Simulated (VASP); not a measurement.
# Br (Fd-3m) in VASP: a series of runs

The runs below take Br through single point, relaxation of cell and atoms, with PBE.

All numbers are computed with VASP 6.6.1; they aren't measurements. Logs are shortened: lines on timing, memory, paths and dates and some standing lists are left out, and cuts for length are marked.

## 1. The cell of the first run

Symmetry: Fd-3m, No. 227, cubic system. Conventional cell: a = 6.992 Å, b = 6.992 Å, c = 6.992 Å, α = 90.00°, β = 90.00°, γ = 90.00°. Br (site symmetry -43m) has 4 Br at 3.03 Å within 4.0 Å.

## 2. Single point, PBE

INCAR

```
  ALGO = Normal
  EDIFF = 1E-6
  ENCUT = 520
  GGA = PE
  ISIF = 2
  ISMEAR = -1
  LASPH = T
  LCHARG = F
  LREAL = F
  LWAVE = F
  NBANDS = 14
  NELM = 80
  PREC = Accurate
  SIGMA = 0.02
```

KPOINTS

```
k-points
0
Gamma
  11 11 11
```

POSCAR

```
Br
1.0
    0.0000000000      3.4959764364      3.4959764364
    3.4959764364      0.0000000000      3.4959764364
    3.4959764364      3.4959764364      0.0000000000
Br
2
Direct
    0.0000000000      0.0000000000      0.0000000000
    0.2500000000      0.2500000000      0.2500000000
```

Potentials or basis: VASP PAW PBE potentials, release 64 (Br).

The run is started by

```sh
$ cat potpaw_PBE.64/Br/POTCAR > POTCAR
$ mpirun -np 1 vasp_std > vasp.out
```

OUTCAR:

```text
EDIFF = 1E-6
   ENCUT = 520
   GGA = PE
   ISIF = 2
   ISMEAR = -1
   LASPH = T
   LREAL = F
   NELM = 80
   PREC = Accurate

 ion  position               nearest neighbor table
   1  0.000  0.000  0.000-
   2  0.250  0.250  0.250-

  LATTYP: Found a face centered cubic cell.
 ALAT       =     6.9919528728

  Lattice vectors:

 A1 = (   0.0000000000,   3.4959764364,   3.4959764364)
 A2 = (   3.4959764364,   0.0000000000,   3.4959764364)
 A3 = (   3.4959764364,   3.4959764364,   0.0000000000)

Analysis of symmetry for initial positions (statically):
=====================================================================
 Subroutine PRICEL returns:
 Original cell was already a primitive cell.

 Routine SETGRP: Setting up the symmetry group for a
 face centered cubic supercell.

 Subroutine GETGRP returns: Found 48 space group operations
 (whereof 24 operations were pure point group operations)
 out of a pool of 48 trial point group operations.

The static configuration has the point symmetry T_d .
 The point group associated with its full space group is O_h .

Analysis of symmetry for dynamics (positions and initial velocities):
=====================================================================
 Subroutine PRICEL returns:
 Original cell was already a primitive cell.

 Routine SETGRP: Setting up the symmetry group for a
 face centered cubic supercell.

 Subroutine GETGRP returns: Found 48 space group operations
 (whereof 24 operations were pure point group operations)
 out of a pool of 48 trial point group operations.

The dynamic configuration has the point symmetry T_d .
 The point group associated with its full space group is O_h .

 Subroutine INISYM returns: Found 48 space group operations
 (whereof 24 operations are pure point group operations),
 and found     1 'primitive' translations

----------------------------------------------------------------------------------------

                                     Primitive cell

  volume of cell :      85.4546

  direct lattice vectors                    reciprocal lattice vectors
     0.000000000  3.495976436  3.495976436    -0.143021559  0.143021559  0.143021559
     3.495976436  0.000000000  3.495976436     0.143021559 -0.143021559  0.143021559
     3.495976436  3.495976436  0.000000000     0.143021559  0.143021559 -0.143021559

  length of vectors
     4.944057290  4.944057290  4.944057290     0.247720607  0.247720607  0.247720607

  position of ions in fractional coordinates (direct lattice)
     0.000000000  0.000000000  0.000000000
     0.250000000  0.250000000  0.250000000

  ion indices of the primitive-cell ions
   primitive index   ion index
                 1           1
                 2           2

----------------------------------------------------------------------------------------

 KPOINTS: k-points

Automatic generation of k-mesh.
 Grid dimensions read from file:
 generate k-points for:   11   11   11

 Generating k-lattice:

  Cartesian coordinates                     Fractional coordinates (reciprocal lattice)
    -0.013001960  0.013001960  0.013001960     0.090909091  0.000000000  0.000000000
     0.013001960 -0.013001960  0.013001960     0.000000000  0.090909091  0.000000000
     0.013001960  0.013001960 -0.013001960     0.000000000  0.000000000  0.090909091

  Length of vectors
     0.022520055  0.022520055  0.022520055

  Shift w.r.t. Gamma in fractional coordinates (k-lattice)
     0.000000000  0.000000000  0.000000000

 Subroutine IBZKPT returns following result:
 ===========================================

 Found     56 irreducible k-points:

 Following reciprocal coordinates:
            Coordinates               Weight
  0.000000  0.000000  0.000000      1.000000
  0.090909  0.000000  0.000000      8.000000
  0.181818  0.000000  0.000000      8.000000
  0.272727  0.000000  0.000000      8.000000
  0.363636  0.000000  0.000000      8.000000
  0.454545  0.000000  0.000000      8.000000
[... 16 lines left out ...]
 -0.272727  0.181818  0.000000     24.000000
 -0.181818  0.181818  0.000000     12.000000
 [... further k-points ...]
   k-points           NKPTS =     56   k-points in BZ     NKDIM =     56   number of bands    NBANDS=     14
   number of dos      NEDOS =    301   number of ions     NIONS =      2
   total plane-waves  NPLWV =  64000
   dimension x,y,z NGX =    40 NGY =   40 NGZ =   40
   dimension x,y,z NGXF=    80 NGYF=   80 NGZF=   80
   ions per type =               2
   NGX,Y,Z   is equivalent  to a cutoff of  13.45, 13.45, 13.45 a.u.
   NGXF,Y,Z  is equivalent  to a cutoff of  26.90, 26.90, 26.90 a.u.
 SYSTEM =  unknown system
   PREC   = accura    normal or accurate (medium, high low for compatibility)
   ISTART =      0    job   : 0-new  1-cont  2-samecut
   ICHARG =      2    charge: 1-file 2-atom 10-const
   ISPIN  =      1    spin polarized calculation?
   LNONCOLLINEAR =      F non collinear calculations
   LSORBIT =      F    spin-orbit coupling
   LASPH  =      T    aspherical Exc in radial PAW
   ENCUT  =  520.0 eV  38.22 Ry    6.18 a.u.   9.19  9.19  9.19*2*pi/ulx,y,z
   NELM   =     80;   NELMIN=  2; NELMDL= -5     # of ELM steps
   EDIFF  = 0.1E-05   stopping-criterion for ELM
   LREAL  =      F    real-space projection
   EDIFFG = 0.1E-04   stopping-criterion for IOM
   NSW    =      0    number of steps for IOM
   IBRION =     -1    ionic relax: 0-MD 1-quasi-New 2-CG
   NFREE  =      0    steps in history (QN), initial steepest desc. (CG)
   ISIF   =      2    stress and relaxation
   ISYM   =      2    0-nonsym 1-usesym 2-fastsym
   POTIM  = 0.5000    time-step for ionic-motion
   TEBEG  =    0.0;   TEEND  =   0.0 temperature during run
   PSTRESS=    0.0 pullay stress
   NELECT =      14.0000    total number of electrons
   NUPDOWN=      -1.0000    fix difference up-down
   EMIN   =  10.00;   EMAX   =-10.00  energy-range for DOS
   EFERMI =   0.00;   METHOD = LEGACY
   ISMEAR =    -1;   SIGMA  =   0.02  broadening in eV -4-tet -1-fermi 0-gaus
   EFERMI_NEDOS =   21; number of points for ismear=-14 and -15
   IALGO  =     38    algorithm
   IMIX   =      4    mixing-type and parameters
     AMIX     =   0.40;   BMIX     =  1.00
     AMIX_MAG =   1.60;   BMIX_MAG =  1.00
  volume/ion in A,a.u.               =      42.73       288.34
  Fermi-wavevector in a.u.,A,eV,Ry     =   0.895789  1.692796 10.917829  0.802438
  Thomas-Fermi vector in A             =   2.018165
   LORBIT       =      0    0 simple, 1 ext, 2 COOP (PROOUT), +10 PAW based schemes
   GGA     = PE    functional components
   LHFCALC =     F    Hartree Fock is set to
   AEXX    =    0.0000 exact exchange contribution
   IVDW    =     0    specifies the selected vdW correction
   LEPSILON=     F    determine dielectric tensor
   LRPA    =     F    only Hartree local field effects (RPA)
 non-spin polarized calculation
  energy-cutoff  :      520.00
  volume of cell :       85.45
 maximum number of plane-waves:      2316
 NGX is ok and might be reduce to    40
   NGX = 19   NGY = 19   NGZ = 19

 number of electron      13.9999997 magnetization

 Free energy of the ion-electron system (eV)
  ---------------------------------------------------
  ext. energy  EPLUGINS =         0.00000000
  ---------------------------------------------------
  free energy    TOTEN  =        -2.00818191 eV

  energy without entropy =       -2.00145710  energy(sigma->0) =       -2.00481950

 E-fermi :  -1.2786     XC(G=0):  -6.8001

 val. band max:       -1.2846374676   @ k =  -0.2727   0.1818   0.0000
 cond. band min:      -1.2722380938   @ k =  -0.2727   0.3636   0.0909
 fundamental gap:      0.0123993737
 Fermi energy:        -1.2785777962

 k-point     1 :       0.0000    0.0000    0.0000
  band No.  band energies     occupation
      1     -16.3226      2.00000
      2     -14.3370      2.00000
      3      -3.9694      2.00000
      4      -3.9694      2.00000
      5      -3.9694      2.00000
      6      -2.1442      2.00000
      7      -2.1442      2.00000
      8      -2.1442      2.00000
      9       3.9469      0.00000
     10       7.8304      0.00000
     11       7.8304      0.00000
     12       9.2276      0.00000
     13       9.2276      0.00000
     14       9.2276      0.00000

 k-point     2 :       0.0909    0.0000    0.0000
  band No.  band energies     occupation
      1     -16.2969      2.00000
      2     -14.3735      2.00000
      3      -4.0079      2.00000
      4      -4.0079      2.00000
      5      -4.0020      2.00000
      6      -2.1111      2.00000
      7      -2.0921      2.00000
      8      -2.0921      2.00000
      9       4.1139      0.00000
     10       7.6635      0.00000
     11       7.6635      0.00000
     12       9.0713      0.00000
     13       9.5765      0.00000
     14       9.5765      0.00000

 k-point     3 :       0.1818    0.0000    0.0000
  band No.  band energies     occupation
      1     -16.2228      2.00000
      2     -14.4761      2.00000
      3      -4.1018      2.00000
      4      -4.1018      2.00000
      5      -4.0959      2.00000
      6      -2.0006      2.00000
      7      -1.9622      2.00000
      8      -1.9622      2.00000
      9       4.5572      0.00000
     10       7.4355      0.00000
     11       7.4355      0.00000
     12       8.7623      0.00000
     13      10.2569      0.00000
     14      10.2909      0.00000
[... 324 lines left out ...]
 k-point    23 :      -0.2727    0.1818    0.0000
  band No.  band energies     occupation
      1     -15.9450      2.00000
      2     -14.8331      2.00000
      3      -4.7217      2.00000
      4      -4.3035      2.00000
      5      -3.8629      2.00000
      6      -2.0503      2.00000
      7      -1.6605      2.00000
      8      -1.2846      1.15034
      9       5.6923      0.00000
     10       7.0335      0.00000
     11       7.0386      0.00000
     12       8.3356      0.00000
     13       9.9781      0.00000
     14      10.4912      0.00000

 k-point    24 :      -0.1818    0.1818    0.0000
  band No.  band energies     occupation
      1     -16.0692      2.00000
      2     -14.6786      2.00000
      3      -4.5521      2.00000
      4      -4.1941      2.00000
      5      -3.9265      2.00000
      6      -2.0725      2.00000
      7      -1.8211      2.00000
      8      -1.4650      1.99982
      9       5.3104      0.00000
     10       6.9660      0.00000
     11       7.2430      0.00000
     12       8.8992      0.00000
     13       9.6810      0.00000
     14      10.4188      0.00000

 [... further k-points ...]

------------------------ aborting loop because EDIFF is reached ----------------------------------------

  FORCE on cell =-STRESS in cart. coord.  units (eV):
  Direction    XX          YY          ZZ          XY          YZ          ZX
  --------------------------------------------------------------------------------------
  -------------------------------------------------------------------------------------
  Total        0.0187335      0.0187335      0.0187335     -0.0000000      0.0000000      0.0000000
  in kB        0.3512324      0.3512324      0.3512324     -0.0000000      0.0000000      0.0000000
  external PRESSURE =       0.3512324 kB  Pullay stress =       0.0000000 kB

 VOLUME and BASIS-vectors are now :
 -----------------------------------------------------------------------------
  energy-cutoff  :      520.00
  volume of cell :       85.45
      direct lattice vectors                 reciprocal lattice vectors
     0.000000000  3.495976436  3.495976436    -0.143021559  0.143021559  0.143021559
     3.495976436  0.000000000  3.495976436     0.143021559 -0.143021559  0.143021559
     3.495976436  3.495976436  0.000000000     0.143021559  0.143021559 -0.143021559

 POSITION                                       TOTAL-FORCE (eV/Angst)
 -----------------------------------------------------------------------------------
      0.00000      0.00000      0.00000        -0.000000     -0.000000     -0.000000
      1.74799      1.74799      1.74799         0.000000      0.000000      0.000000
 -----------------------------------------------------------------------------------
    total drift:                               -0.000000      0.000000      0.000000

  FREE ENERGIE OF THE ION-ELECTRON SYSTEM (eV)
  ---------------------------------------------------
  free  energy   TOTEN  =        -2.0081819073 eV

  energy  without entropy=       -2.0014570964  energy(sigma->0) =       -2.00481950
```

Run time: 20 s. Hardware: 1 thread of Intel Xeon 6975P-C (Granite Rapids), shared host; peak memory 0.25 GiB.

Results:

```
Free energy            : -2.0082 eV
Pressure               : 0.0 GPa
Band gap on the k mesh : zero (bands 7 and 8 overlap by 1.19 eV)
```

## 3. Relaxation of cell and atoms, PBE

This run uses another cell than the first one, of 34.01 Å³/atom.

INCAR

```
  PREC = Accurate
  ENCUT = 600
  EDIFF = 1E-6
  ISMEAR = -1
  SIGMA = 0.02
  LREAL = F
  LASPH = T
  NELM = 80
  ALGO = Normal
  ISIF = 3
  LWAVE = F
  LCHARG = F
  GGA = PE
  IBRION = 2
  NSW = 80
  EDIFFG = -0.03
```

KPOINTS

```
Automatic mesh
0
Gamma
  11 11 11
```

POSCAR

```
Br
1.0
    0.0000000000      3.2400000000      3.2400000000
    3.2400000000      0.0000000000      3.2400000000
    3.2400000000      3.2400000000      0.0000000000
Br
2
Direct
    0.0000000000      0.0000000000      0.0000000000
    0.2500000000      0.2500000000      0.2500000000
```

Potentials or basis: VASP PAW PBE potentials, release 64 (Br).

The run is started by

```sh
$ cat potpaw_PBE.64/Br/POTCAR > POTCAR
$ mpirun -np 1 vasp_std > vasp.out
```

OUTCAR:

```text
PREC = Accurate
   ENCUT = 600
   EDIFF = 1E-6
   ISMEAR = -1
   LREAL = F
   LASPH = T
   NELM = 80
   ISIF = 3
   GGA = PE
   IBRION = 2
   NSW = 80
   EDIFFG = -0.03

 ion  position               nearest neighbor table
   1  0.000  0.000  0.000-
   2  0.250  0.250  0.250-

  LATTYP: Found a face centered cubic cell.
 ALAT       =     6.4800000000

  Lattice vectors:

 A1 = (   0.0000000000,   3.2400000000,   3.2400000000)
 A2 = (   3.2400000000,   0.0000000000,   3.2400000000)
 A3 = (   3.2400000000,   3.2400000000,   0.0000000000)

Analysis of symmetry for initial positions (statically):
=====================================================================
 Subroutine PRICEL returns:
 Original cell was already a primitive cell.

 Routine SETGRP: Setting up the symmetry group for a
[... 183 lines left out ...]
      2     -12.4126      2.00000
      3      -3.0314      2.00000
      4      -3.0314      2.00000
      5      -3.0314      2.00000
      6      -0.6655      2.00000
      7      -0.6655      2.00000
      8      -0.6655      2.00000
      9       5.5758      0.00000
     10       9.2304      0.00000
     11       9.2304      0.00000
[... 429 lines left out ...]
--------------------------------------- Ionic step        4  -------------------------------------------

 number of electron      13.9999997 magnetization

 Free energy of the ion-electron system (eV)
  ---------------------------------------------------
  ext. energy  EPLUGINS =         0.00000000
  ---------------------------------------------------
  free energy    TOTEN  =        -2.00785273 eV

  energy without entropy =       -2.00109455  energy(sigma->0) =       -2.00447364

 E-fermi :  -1.3022     XC(G=0):  -6.7882

 val. band max:       -1.3079815206   @ k =  -0.2727   0.1818   0.0000
 cond. band min:      -1.2958074729   @ k =  -0.2727   0.3636   0.0909
 fundamental gap:      0.0121740477
 Fermi energy:        -1.3021569265

 k-point     1 :       0.0000    0.0000    0.0000
  band No.  band energies     occupation
      1     -16.3307      2.00000
      2     -14.3594      2.00000
      3      -3.9807      2.00000
      4      -3.9807      2.00000
      5      -3.9807      2.00000
      6      -2.1624      2.00000
      7      -2.1624      2.00000
      8      -2.1624      2.00000
      9       3.9271      0.00000
     10       7.8130      0.00000
     11       7.8130      0.00000
[... 351 lines left out ...]
  FREE ENERGIE OF THE ION-ELECTRON SYSTEM (eV)
  ---------------------------------------------------
  free  energy   TOTEN  =        -2.0078527307 eV

  energy  without entropy=       -2.0010945516  energy(sigma->0) =       -2.00447364

 reached required accuracy - stopping structural energy minimisation
```

CONTCAR:

```text
Br
   1.00000000000000
     0.0000000000000000    3.4996270783497390    3.4996270783497385
     3.4996270783497390   -0.0000000000000000    3.4996270783497385
     3.4996270783497390    3.4996270783497390   -0.0000000000000000
  Br
     2
Direct
     0.0000000000000000    0.0000000000000000    0.0000000000000000
     0.2500000000000000    0.2500000000000000    0.2500000000000000

  0.00000000E+00  0.00000000E+00  0.00000000E+00
  0.00000000E+00  0.00000000E+00  0.00000000E+00
```

It took 53 s on 1 thread of Intel Xeon 6975P-C (Granite Rapids), shared host; peak memory 0.26 GiB.

Results:

```yaml
Free_energy: -2.0079 eV
Relaxed_volume: 42.86 Å³/atom
Relaxed_cell: a = 4.949 Å, b = 4.949 Å, c = 4.949 Å, α = 60.00°, β = 60.00°, γ = 60.00°
Space_group_after_relaxing_to_0.1_Å: Fd-3m (No. 227)
Energy_gained_by_relaxing: 138.5 meV/atom
Ionic_steps: 4
Pressure_after_relaxing: 0.0 GPa
Band_gap_on_the_k_mesh: zero (bands 7 and 8 overlap by 1.18 eV)
```

Step by step:
| step | energy change (eV) | largest force (eV/Å) | pressure (GPa) | volume (Å³) |
| --- | --- | --- | --- | --- |
| 1 | 0.0000 | 0.0000 | 6.28 | 68.02 |
| 2 | -0.2691 | 0.0000 | 0.76 | 82.02 |
| 3 | -0.2762 | 0.0000 | -0.22 | 86.88 |
| 4 | -0.2771 | 0.0000 | -0.02 | 85.72 |

Final structure:
```
Br
1.0
     0.00000    3.49963    3.49963
     3.49963    0.00000    3.49963
     3.49963    3.49963    0.00000
Br
2
Direct
  0.00000 0.00000 0.00000
  0.25000 0.25000 0.25000
```

Caveat: the volume moved by over 15 % at a fixed basis, so the end points are rough.
